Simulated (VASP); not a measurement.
# NiSb (P6_3/mmc) in VASP: single point with PBE+U

Aim: the single point of NiSb with PBE+U.

All numbers are computed with VASP 6.6.1; they aren't measurements. Logs are shortened: lines on timing, memory, paths and dates and some standing lists are left out, and cuts for length are marked.

## 1. The cell of the first run

Symmetry: P6_3/mmc, No. 194, hexagonal system. Conventional cell: a = 3.940 Å, b = 3.940 Å, c = 5.140 Å, α = 90.00°, β = 90.00°, γ = 120.00°. Ni (site symmetry -3m) has 2 Ni at 2.57 Å and 6 Sb at 2.61 Å within 3.4 Å. Within 3.5 Å of Sb (site symmetry -6m2) lie 6 Ni at 2.61 Å and 6 Sb at 3.43 Å.

## 2. Single point, PBE+U, collinear spin, antiferromagnetic start

INCAR

```
SYSTEM = NiSb
PREC = Accurate
ENCUT = 690
EDIFF = 1E-6
ISMEAR = 0
SIGMA = 0.1
LREAL = .False.
LASPH = .True.
NELM = 200
ALGO = Normal
ISIF = 2
LWAVE = .False.
LCHARG = .True.
ISPIN = 2
MAGMOM = -4 4 0 0
LORBIT = 11
LMAXMIX = 4
LDAU = .True.
LDAUTYPE = 2
LDAUL = 2 -1
LDAUU = 5 0
LDAUJ = 0 0
LDAUPRINT = 1
GGA = PE
LELF = .True.
LVHAR = .True.
NBANDS = 45
GGA_COMPAT = .False.
```

KPOINTS

```
regular mesh
0
Gamma
  3 3 2
  0 0 0
```

POSCAR

```
NiSb
1.0
    3.9399999606      0.0000000000      0.0000000000
   -1.9699999803      3.4121400568      0.0000000000
    0.0000000000      0.0000000000      5.1400000000
Ni Sb
2 2
Direct
    0.0000000000      0.0000000000      0.0000000000
    0.0000000000      0.0000000000      0.5000000000
    0.3333333333      0.6666666667      0.2500000000
    0.6666666667      0.3333333333      0.7500000000
```

Potentials or basis: VASP PAW PBE potentials, release 64 (Ni_sv_GW, Sb_d_GW).

Command:

```console
$ cat potpaw_PBE.64/Ni_sv_GW/POTCAR potpaw_PBE.64/Sb_d_GW/POTCAR > POTCAR
$ mpirun -np 1 vasp_std > vasp.out
```

OUTCAR:

```text
SYSTEM = NiSb
   PREC = Accurate
   ENCUT = 690
   EDIFF = 1E-6
   ISMEAR = 0
   LREAL = .False.
   LASPH = .True.
   NELM = 200
   ISIF = 2
   ISPIN = 2
   LORBIT = 11
   GGA = PE

 ion  position               nearest neighbor table
   1  0.000  0.000  0.000-   2 2.57   2 2.57   4 2.61   3 2.61   4 2.61   3 2.61   4 2.61   3 2.61

   2  0.000  0.000  0.500-   1 2.57   1 2.57   4 2.61   3 2.61   4 2.61   3 2.61   4 2.61   3 2.61

   3  0.333  0.667  0.250-   1 2.61   2 2.61   1 2.61   2 2.61   1 2.61   2 2.61
   4  0.667  0.333  0.750-   1 2.61   2 2.61   1 2.61   2 2.61   1 2.61   2 2.61

  LATTYP: Found a hexagonal cell.
 ALAT       =     3.9399999606
 C/A-ratio  =     1.3045685410

  Lattice vectors:

 A1 = (   3.9399999606,   0.0000000000,   0.0000000000)
 A2 = (  -1.9699999803,   3.4121400568,   0.0000000000)
 A3 = (   0.0000000000,   0.0000000000,   5.1400000000)

Analysis of symmetry for initial positions (statically):
=====================================================================
 Subroutine PRICEL returns:
 Original cell was already a primitive cell.

 Routine SETGRP: Setting up the symmetry group for a
 hexagonal supercell.

 Subroutine GETGRP returns: Found 24 space group operations
 (whereof 12 operations were pure point group operations)
 out of a pool of 24 trial point group operations.

The static configuration has the point symmetry D_3d.
 The point group associated with its full space group is D_6h.

Analysis of symmetry for dynamics (positions and initial velocities):
=====================================================================
 Subroutine PRICEL returns:
 Original cell was already a primitive cell.

 Routine SETGRP: Setting up the symmetry group for a
 hexagonal supercell.

 Subroutine GETGRP returns: Found 24 space group operations
 (whereof 12 operations were pure point group operations)
 out of a pool of 24 trial point group operations.

The dynamic configuration has the point symmetry D_3d.
 The point group associated with its full space group is D_6h.

Analysis of structural, dynamic, and magnetic symmetry:
=====================================================================
 Subroutine PRICEL returns:
 Original cell was already a primitive cell.

 Routine SETGRP: Setting up the symmetry group for a
 hexagonal supercell.

 Subroutine GETGRP returns: Found 24 space group operations
 (whereof 12 operations were pure point group operations)
 out of a pool of 24 trial point group operations.

The overall configuration has the point symmetry D_3d.
 The point group associated with its full space group is D_6h.

 Subroutine INISYM returns: Found 24 space group operations
 (whereof 12 operations are pure point group operations),
 and found     1 'primitive' translations

----------------------------------------------------------------------------------------

                                     Primitive cell

  volume of cell :      69.1013

  direct lattice vectors                    reciprocal lattice vectors
     3.939999961  0.000000000  0.000000000     0.253807109  0.146535603  0.000000000
    -1.969999980  3.412140057  0.000000000     0.000000000  0.293071206  0.000000000
     0.000000000  0.000000000  5.140000000     0.000000000  0.000000000  0.194552529

  length of vectors
     3.939999961  3.939999961  5.140000000     0.293071206  0.293071206  0.194552529

  position of ions in fractional coordinates (direct lattice)
     0.000000000  0.000000000  0.000000000
     0.000000000  0.000000000  0.500000000
     0.333333333  0.666666667  0.250000000
     0.666666667  0.333333333  0.750000000

  ion indices of the primitive-cell ions
   primitive index   ion index
                 1           1
                 2           2
                 3           3
                 4           4

----------------------------------------------------------------------------------------

[... 81 lines left out ...]
   AEXX    =    0.0000 exact exchange contribution
   IVDW    =     0    specifies the selected vdW correction
   LEPSILON=     F    determine dielectric tensor
   LRPA    =     F    only Hartree local field effects (RPA)
 spin polarized calculation
 Gauss-broadening in eV      SIGMA  =   0.10
  energy-cutoff  :      690.00
  volume of cell :       69.10
 maximum number of plane-waves:      2914
 NGX is ok and might be reduce to    36
   NGX = 17   NGY = 17   NGZ = 23

 number of electron      66.0000038 magnetization       0.0000000

atom =   1  type =  1  l = 2

 onsite density matrix

spin component  1

  0.8125 -0.0000 -0.0000  0.0558  0.0000
 -0.0000  0.7880  0.0000  0.0000  0.0558
 -0.0000  0.0000  0.8376 -0.0000  0.0000
  0.0558  0.0000 -0.0000  0.7880  0.0000
  0.0000  0.0558  0.0000  0.0000  0.8125

spin component  2

  0.8126 -0.0000 -0.0000  0.0557  0.0000
 -0.0000  0.7882  0.0000  0.0000  0.0557
 -0.0000  0.0000  0.8376 -0.0000  0.0000
  0.0557  0.0000 -0.0000  0.7882  0.0000
  0.0000  0.0557  0.0000  0.0000  0.8126

 occupancies and eigenvectors

  o =  0.7431  v = -0.6266 -0.0000 -0.0000  0.7793  0.0000  0.0000  0.0000  0.0000  0.0000  0.0000      0.0000  0.0000  0.0000  0.0000  0.0000  0.0000  0.0000  0.0000  0.0000  0.0000
  o =  0.7431  v = -0.0000  0.7793  0.0000  0.0000 -0.6266  0.0000  0.0000  0.0000  0.0000  0.0000      0.0000  0.0000  0.0000  0.0000  0.0000  0.0000  0.0000  0.0000  0.0000  0.0000
  o =  0.7434  v =  0.0000  0.0000  0.0000  0.0000  0.0000  0.6267  0.0000  0.0000 -0.7792 -0.0000      0.0000  0.0000  0.0000  0.0000  0.0000  0.0000  0.0000  0.0000  0.0000  0.0000
  o =  0.7434  v =  0.0000  0.0000  0.0000  0.0000  0.0000  0.0000  0.7792  0.0000 -0.0000 -0.6267      0.0000  0.0000  0.0000  0.0000  0.0000  0.0000  0.0000  0.0000  0.0000  0.0000
  o =  0.8376  v =  0.0000  0.0000  0.0000  0.0000  0.0000  0.0000  0.0000 -1.0000 -0.0000  0.0000      0.0000  0.0000  0.0000  0.0000  0.0000  0.0000  0.0000  0.0000  0.0000  0.0000
  o =  0.8376  v =  0.0000 -0.0000  1.0000  0.0000 -0.0000  0.0000  0.0000  0.0000  0.0000  0.0000      0.0000  0.0000  0.0000  0.0000  0.0000  0.0000  0.0000  0.0000  0.0000  0.0000
  o =  0.8574  v =  0.0000  0.0000  0.0000  0.0000  0.0000 -0.7792  0.0000  0.0000 -0.6267 -0.0000      0.0000  0.0000  0.0000  0.0000  0.0000  0.0000  0.0000  0.0000  0.0000  0.0000
  o =  0.8574  v =  0.0000  0.0000  0.0000  0.0000  0.0000  0.0000  0.6267  0.0000  0.0000  0.7792      0.0000  0.0000  0.0000  0.0000  0.0000  0.0000  0.0000  0.0000  0.0000  0.0000
  o =  0.8574  v =  0.7793 -0.0000 -0.0000  0.6266 -0.0000  0.0000  0.0000  0.0000  0.0000  0.0000      0.0000  0.0000  0.0000  0.0000  0.0000  0.0000  0.0000  0.0000  0.0000  0.0000
  o =  0.8574  v =  0.0000  0.6266  0.0000  0.0000  0.7793  0.0000  0.0000  0.0000  0.0000  0.0000      0.0000  0.0000  0.0000  0.0000  0.0000  0.0000  0.0000  0.0000  0.0000  0.0000

atom =   2  type =  1  l = 2

 onsite density matrix

spin component  1

  0.8126  0.0000 -0.0000 -0.0557  0.0000
  0.0000  0.7882 -0.0000  0.0000 -0.0557
 -0.0000 -0.0000  0.8376  0.0000  0.0000
 -0.0557  0.0000  0.0000  0.7882 -0.0000
  0.0000 -0.0557  0.0000 -0.0000  0.8126

spin component  2

  0.8125  0.0000 -0.0000 -0.0558  0.0000
  0.0000  0.7880 -0.0000  0.0000 -0.0558
 -0.0000 -0.0000  0.8376  0.0000  0.0000
 -0.0558  0.0000  0.0000  0.7880 -0.0000
  0.0000 -0.0558  0.0000 -0.0000  0.8125

 occupancies and eigenvectors

  o =  0.7431  v =  0.0000  0.0000  0.0000  0.0000  0.0000 -0.6266 -0.0000 -0.0000 -0.7793 -0.0000      0.0000  0.0000  0.0000  0.0000  0.0000  0.0000  0.0000  0.0000  0.0000  0.0000
  o =  0.7431  v =  0.0000  0.0000  0.0000  0.0000  0.0000  0.0000 -0.7793  0.0000  0.0000 -0.6266      0.0000  0.0000  0.0000  0.0000  0.0000  0.0000  0.0000  0.0000  0.0000  0.0000
  o =  0.7434  v =  0.6267  0.0000 -0.0000  0.7792  0.0000  0.0000  0.0000  0.0000  0.0000  0.0000      0.0000  0.0000  0.0000  0.0000  0.0000  0.0000  0.0000  0.0000  0.0000  0.0000
  o =  0.7434  v =  0.0000 -0.7792  0.0000  0.0000 -0.6267  0.0000  0.0000  0.0000  0.0000  0.0000      0.0000  0.0000  0.0000  0.0000  0.0000  0.0000  0.0000  0.0000  0.0000  0.0000
  o =  0.8376  v = -0.0000 -0.0000 -1.0000  0.0000  0.0000  0.0000  0.0000  0.0000  0.0000  0.0000      0.0000  0.0000  0.0000  0.0000  0.0000  0.0000  0.0000  0.0000  0.0000  0.0000
  o =  0.8376  v =  0.0000  0.0000  0.0000  0.0000  0.0000  0.0000  0.0000  1.0000 -0.0000 -0.0000      0.0000  0.0000  0.0000  0.0000  0.0000  0.0000  0.0000  0.0000  0.0000  0.0000
  o =  0.8574  v =  0.7792 -0.0000  0.0000 -0.6267  0.0000  0.0000  0.0000  0.0000  0.0000  0.0000      0.0000  0.0000  0.0000  0.0000  0.0000  0.0000  0.0000  0.0000  0.0000  0.0000
  o =  0.8574  v = -0.0000 -0.6267  0.0000  0.0000  0.7792  0.0000  0.0000  0.0000  0.0000  0.0000      0.0000  0.0000  0.0000  0.0000  0.0000  0.0000  0.0000  0.0000  0.0000  0.0000
  o =  0.8574  v =  0.0000  0.0000  0.0000  0.0000  0.0000  0.7793  0.0000 -0.0000 -0.6266 -0.0000      0.0000  0.0000  0.0000  0.0000  0.0000  0.0000  0.0000  0.0000  0.0000  0.0000
  o =  0.8574  v =  0.0000  0.0000  0.0000  0.0000  0.0000 -0.0000  0.6266 -0.0000  0.0000 -0.7793      0.0000  0.0000  0.0000  0.0000  0.0000  0.0000  0.0000  0.0000  0.0000  0.0000

 number of electron      66.0000038 magnetization      -0.0000000

 Free energy of the ion-electron system (eV)
  ---------------------------------------------------
  ext. energy  EPLUGINS =         0.00000000
  ---------------------------------------------------
  free energy    TOTEN  =       -14.11928675 eV

  energy without entropy =      -14.10662067  energy(sigma->0) =      -14.11295371

 E-fermi :   7.9798     XC(G=0): -11.9551

 val. band max:        7.9090408065   @ k =   0.3333  -0.0000   0.0000
 cond. band min:       8.2050472599   @ k =   0.3333  -0.0000   0.5000
 fundamental gap:      0.2960064534
 Fermi energy:         7.9797507631

 spin component 1

 k-point     1 :       0.0000    0.0000    0.0000
  band No.  band energies     occupation
      1     -94.3286      1.00000
      2     -94.3210      1.00000
      3     -54.8106      1.00000
      4     -54.8106      1.00000
      5     -54.8025      1.00000
      6     -54.8025      1.00000
[... 277 lines left out ...]
     44      16.8788      0.00000
     45      17.8536      0.00000
 Fermi energy:         7.9797507631

 spin component 2

 k-point     1 :       0.0000    0.0000    0.0000
  band No.  band energies     occupation
      1     -94.3286      1.00000
      2     -94.3210      1.00000
      3     -54.8106      1.00000
      4     -54.8106      1.00000
      5     -54.8025      1.00000
      6     -54.8025      1.00000
[... 277 lines left out ...]
     44      16.8929      0.00000
     45      17.8536      0.00000

------------------------ aborting loop because EDIFF is reached ----------------------------------------

  FORCE on cell =-STRESS in cart. coord.  units (eV):
  Direction    XX          YY          ZZ          XY          YZ          ZX
  --------------------------------------------------------------------------------------
  -------------------------------------------------------------------------------------
  Total        0.8231321      0.8231321      3.2843978      0.0000000      0.0000000      0.0000000
  in kB       19.0850788     19.0850788     76.1517969      0.0000000      0.0000000      0.0000000
  external PRESSURE =      38.1073182 kB  Pullay stress =       0.0000000 kB

 VOLUME and BASIS-vectors are now :
 -----------------------------------------------------------------------------
  energy-cutoff  :      690.00
  volume of cell :       69.10
      direct lattice vectors                 reciprocal lattice vectors
     3.939999961  0.000000000  0.000000000     0.253807109  0.146535603  0.000000000
    -1.969999980  3.412140057  0.000000000     0.000000000  0.293071206  0.000000000
     0.000000000  0.000000000  5.140000000     0.000000000  0.000000000  0.194552529

 POSITION                                       TOTAL-FORCE (eV/Angst)
 -----------------------------------------------------------------------------------
      0.00000      0.00000      0.00000        -0.000000      0.000000      0.000000
      0.00000      0.00000      2.57000        -0.000000      0.000000      0.000000
     -0.00000      2.27476      1.28500         0.000000      0.000000      0.000000
      1.97000      1.13738      3.85500        -0.000000     -0.000000      0.000000
 -----------------------------------------------------------------------------------
    total drift:                               -0.000000      0.000000     -0.000000

  FREE ENERGIE OF THE ION-ELECTRON SYSTEM (eV)
  ---------------------------------------------------
  free  energy   TOTEN  =       -14.1192867501 eV

  energy  without entropy=      -14.1066206665  energy(sigma->0) =      -14.11295371

 total charge

# of ion       s       p       d       f       tot
--------------------------------------------------
    1        2.199   6.248   8.045   0.002  16.493
    2        2.199   6.248   8.045   0.002  16.493
    3        1.283   1.424  10.057   0.028  12.792
    4        1.283   1.424  10.057   0.028  12.792
--------------------------------------------------
tot          6.963  15.342  36.204   0.062  58.570

 magnetization (x)

# of ion       s       p       d       f       tot
--------------------------------------------------
    1        0.000   0.000  -0.001  -0.000  -0.001
    2       -0.000  -0.000   0.001   0.000   0.001
    3        0.000   0.000   0.000   0.000   0.000
    4        0.000   0.000   0.000   0.000   0.000
--------------------------------------------------
tot          0.000   0.000   0.000   0.000   0.000
```

Wall time 3.1 min (1 thread of Intel Xeon Platinum 8488C (Sapphire Rapids), shared host); peak memory 0.32 GiB.

Results:

| Item | Value |
| --- | --- |
| Free energy | -14.1193 eV |
| Pressure | 3.8 GPa |
| Band gap on the k mesh | zero (filled and empty bands overlap) |
| Net moment | 0.00 μB per cell |
| Valence electrons inside the program's atomic spheres | Ni 16.49; Sb 12.79 |

Eigenvalues of the final occupation matrices:
```tsv
site	spin	trace	eigenvalues
site 1 d	1	4.04	0.74 0.74 0.84 0.86 0.86
site 1 d	2	4.04	0.74 0.74 0.84 0.86 0.86
site 2 d	1	4.04	0.74 0.74 0.84 0.86 0.86
site 2 d	2	4.04	0.74 0.74 0.84 0.86 0.86
```

Caveat: the k points lie up to 0.61 Å⁻¹ apart, too coarse for converged energies and pressures of a metal; the moments typed at the start vanished in this run; spin-orbit coupling is left out, which moves the levels of the heavy elements; the U is typed as a test and isn't derived for this compound. The state reached can hang on the start; a lower one may exist.

The gap in the log of VASP goes by the Fermi energy; the results here count the filled bands.